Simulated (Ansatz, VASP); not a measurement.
# One calculation of Ca, two programs

```
CELL_PARAMETERS angstrom
6.76722 0.00000 0.00000
2.25574 5.04399 0.00000
0.00000 0.00000 26.17760
ATOMIC_POSITIONS crystal
Ca 0.00000 0.75000 0.38201
Ca 0.40000 0.05000 0.42920
Ca 0.80000 0.35000 0.47640
Ca 0.20000 0.65000 0.52360
Ca 0.60000 0.95000 0.57080
Ca 0.00000 0.25000 0.61799
```

Alike in both runs: task single point; functional PBE; k mesh 7 × 7 × 1; occupations fermi-dirac, width 0.1 eV; no spin polarisation.

|  | VASP | Ansatz |
| --- | --- | --- |
| version | VASP 6.6.1 | Ansatz 0.2.0 |
| potentials or method | VASP PAW PBE potentials, release 64 (Ca_sv), cutoff 520 eV | all-electron LAPW, scalar-relativistic |

Ansatz gave:

- rms of the force components (eV/Å): 0.053

Task: What did VASP give for the same quantities?

Result: rms of the force components (eV/Å): 0.051.

Atom by atom the forces differ by 0.002 eV/Å (rms over components). Ansatz ran all-electron here, and VASP with PAW potentials.
